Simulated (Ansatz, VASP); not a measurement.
**TaMnN2 in VASP and in Ansatz**

```
CELL_PARAMETERS angstrom
3.30733 0.00000 0.00000
0.00000 3.30733 0.00000
0.00000 0.00000 4.78333
ATOMIC_POSITIONS crystal
Ta 0.00000 0.00000 0.50000
Mn 0.50000 0.50000 0.00000
N 0.50000 0.00000 0.27642
N 0.00000 0.50000 0.72358
```

Change from the starting cell: species swapped into the ZnCdS2 type (P-4m2, No. 115).

Alike in both runs: task relaxation of cell and atoms; functional PBE; k mesh 6 × 6 × 4; occupations gaussian, width 0.1 eV; collinear spin.

|  | VASP | Ansatz |
| --- | --- | --- |
| version | VASP 6.6.1 | Ansatz 0.2.0 |
| potentials or method | VASP PAW PBE potentials, release 64 (Ta_pv, Mn_pv, N), cutoff 600 eV | scalar-relativistic, plane waves, PAW |
| valence electrons in the cell | 34 | 38 |

|  | VASP | Ansatz | Ansatz less VASP |
| --- | --- | --- | --- |
| gap on the k mesh at the Fermi level, each at its own relaxed structure (eV) | none | none | - |
| net moment per atom (μB) | 0.95 | 0.95 | -0.001 |
| size of the moment on the site where the two differ most (μB) | 3.60 | 3.23 | -0.370 |
| relaxed volume (Å³/atom) | 12.79 | 12.77 | -0.020 |
| relaxed length of the cell vector where the two differ most in proportion (Å) | 4.625 | 4.622 | -0.0032 |

Site moments also hang on the region over which each program counts them. A gap of «none» marks a metal or a gap that the smearing closes. VASP's potentials hold 34 valence electrons a cell and Ansatz's 38, so a difference there can come from the potentials and not from the codes.

Neither program's run includes spin-orbit coupling.
